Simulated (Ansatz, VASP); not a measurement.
Two plane-wave programs on CO

File POSCAR:

```
CO
1.0
    5.6300000000      0.0000000000      0.0000000000
    0.0000000000      5.6300000000      0.0000000000
    0.0000000000      0.0000000000      5.6300000000
C O
4 4
Direct
    0.9580000000      0.9580000000      0.9580000000
    0.5420000000      0.0420000000      0.4580000000
    0.4580000000      0.5420000000      0.0420000000
    0.0420000000      0.4580000000      0.5420000000
    0.0670000000      0.0670000000      0.0670000000
    0.4330000000      0.9330000000      0.5670000000
    0.5670000000      0.4330000000      0.9330000000
    0.9330000000      0.5670000000      0.4330000000
```

Contents of INCAR.step1:

```
SYSTEM = CO
PREC = Accurate ; ENCUT = 520
ISMEAR = 1 ; SIGMA = 0.2125
LREAL = .FALSE. ; LASPH = .TRUE.
NELM = 100 ; NBANDS = 30
GGA = PE ; ALGO = Normal
EDIFF = 1E-4 ; LWAVE = .TRUE.
LCHARG = .FALSE.
```

The input INCAR.step2:

```
SYSTEM = CO
PREC = Accurate ; ENCUT = 520
EDIFF = 1E-6 ; ISMEAR = 1
SIGMA = 0.2125 ; LREAL = .FALSE.
LASPH = .TRUE. ; NELM = 100
ALGO = Normal ; ISIF = 2
LWAVE = .FALSE. ; LCHARG = .FALSE.
METAGGA = R2SCAN ; LMIXTAU = .TRUE.
NBANDS = 30 ; ISTART = 1
```

KPOINTS

```
Automatic mesh
0
G
  3 3 3
  0 0 0
```

Input for Ansatz:

```yaml
crystal:
  lattice:
    - [5.63, 0.0, 0.0]
    - [0.0, 5.63, 0.0]
    - [0.0, 0.0, 5.63]
  atoms:
    - { symbol: C, position: [0.958, 0.958, 0.958] }
    - { symbol: C, position: [0.542, 0.042, 0.458] }
    - { symbol: C, position: [0.458, 0.542, 0.042] }
    - { symbol: C, position: [0.042, 0.458, 0.542] }
    - { symbol: O, position: [0.067, 0.067, 0.067] }
    - { symbol: O, position: [0.433, 0.933, 0.567] }
    - { symbol: O, position: [0.567, 0.433, 0.933] }
    - { symbol: O, position: [0.933, 0.567, 0.433] }
  symmetry: { tolerance: 0.0003 }
kpoints:
  mp_grid: { grid: [3, 3, 3], shift: [0, 0, 0] }
magnetization:
  spin_polarized: false
scf:
  occupations: { method: methfessel_paxton, width: 0.2125 }
  mixing: { algorithm: anderson, beta: 0.3 }
hamiltonian:
  pseudopotentials: { kind: paw }
  xc: r2scan
basis:
  ecutwfc: 500
output:
  forces: true
  stress: true
  eigenvalues: true
  write_density: true
  write_potential: true
  elf: true
  volumetric_format: npy
```

Alike in both runs: task single point; functional r2SCAN; k mesh 3 × 3 × 3; occupations methfessel-paxton of order 1, width 0.2125 eV; no spin polarisation.

|  | VASP | Ansatz |
| --- | --- | --- |
| version | VASP 6.6.1 | Ansatz 0.2.0 |
| potentials or method | VASP PAW PBE potentials, release 64 (C, O), cutoff 520 eV | PAW plane waves |
| valence electrons in the cell | 40 | 40 |

```csv
,VASP,Ansatz,Ansatz less VASP
gap on the k mesh at the Fermi level (eV),7.14,7.10,-0.041
pressure (GPa),14.1,12.3,-1.80
rms of the force components (eV/Å),6.500,5.572,-0.9279
```

VASP's potentials were made for PBE, not for r2SCAN. Atom by atom the forces differ by 0.928 eV/Å (rms over components). With one functional, cell and mesh, what is left measures potentials, basis and numerics.

Noted on VASP's run: the standard files for N, O and F lose accuracy on very short bonds.
